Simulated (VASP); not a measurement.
Sc, 1 atom in the cell. Symmetry: Fm-3m, No. 225, cubic system. The conventional cell has a = 4.464 Å, b = 4.464 Å, c = 4.464 Å, α = 90.00°, β = 90.00°, γ = 90.00°. Sc (site symmetry m-3m) has 12 Sc at 3.16 Å within 4.2 Å.  This cell differs from its parent crystal: volume scaled by 0.95.

- Program: VASP 6.6.1
- Task: single point
- Functional: PBE
- Potentials or basis: VASP PAW PBE potentials, release 64 (Sc_sv)
- Cutoff: 520 eV
- k mesh: 12 × 12 × 12
- Occupations: fermi-dirac, width 0.03 eV
- Spin: no spin polarisation
- Dipole correction: no
- Further INCAR settings: ALGO = Normal; EDIFF = 1e-07; NBANDS = 12

Potentials or basis: VASP PAW PBE potentials, release 64 (Sc_sv).

Command:

```console
$ cat potpaw_PBE.64/Sc_sv/POTCAR > POTCAR
$ mpirun -np 1 vasp_std > vasp.out
```

Hardware: 1 thread of Intel Xeon 8259CL, with other jobs on the host.

Question: How long does it take, and how much memory?

Answer: Run time: 27 s on 1 thread of Intel Xeon 8259CL, with other jobs on the host, peak memory 0.14 GiB. Counts: scf iterations 13, k points 72.
